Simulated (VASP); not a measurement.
A run of VASP 6.6.1 is set up as follows.

INCAR

```
ALGO = Normal
EDIFF = 1E-7
EDIFFG = -0.025
ENCUT = 600
GGA = PE
IBRION = 2
ISIF = 3
ISMEAR = 0
LASPH = T
LCHARG = F
LREAL = F
LWAVE = F
NELM = 60
NSW = 80
PREC = Accurate
SIGMA = 0.1
```

File KPOINTS:

```
k-points
0
Gamma
  4 4 2
```

The input POSCAR:

```
Be3CdS4
1.0
    3.4605835994     -0.0045570227     -0.0265569925
   -0.0045570227      3.5394567475      0.0198583676
   -0.0787769635      0.0589065911     10.7273590361
Be Cd S
3 1 4
Direct
    0.5000299071      0.5184662421      0.2756787000
   -0.0064079460      0.0056127798      0.5005711992
    0.4990900180      0.5104022889      0.7240423976
    0.9988298693      0.0015174238     -0.0028769329
    0.5203782061     -0.0223163768      0.1681484290
    0.5075754012     -0.0040708618      0.6076692151
   -0.0056609738      0.4775645054      0.3957845351
   -0.0138344818      0.5128239987      0.8309824570
```

Potentials or basis: VASP PAW PBE potentials, release 64 (Be, Cd, S).

Launch:

```bash
$ cat potpaw_PBE.64/Be/POTCAR potpaw_PBE.64/Cd/POTCAR potpaw_PBE.64/S/POTCAR > POTCAR
$ mpirun -np 1 vasp_std > vasp.out
```

(1) Estimate the relaxed cell.

(2) What does it give for the relaxed volume?

Results:

(1) a = 3.585 Å, b = 3.585 Å, c = 10.559 Å, α = 90.11°, β = 89.87°, γ = 90.00°.

(2) 16.96 Å³/atom.

Caveat: the k points lie up to 0.44 Å⁻¹ apart in the final cell.
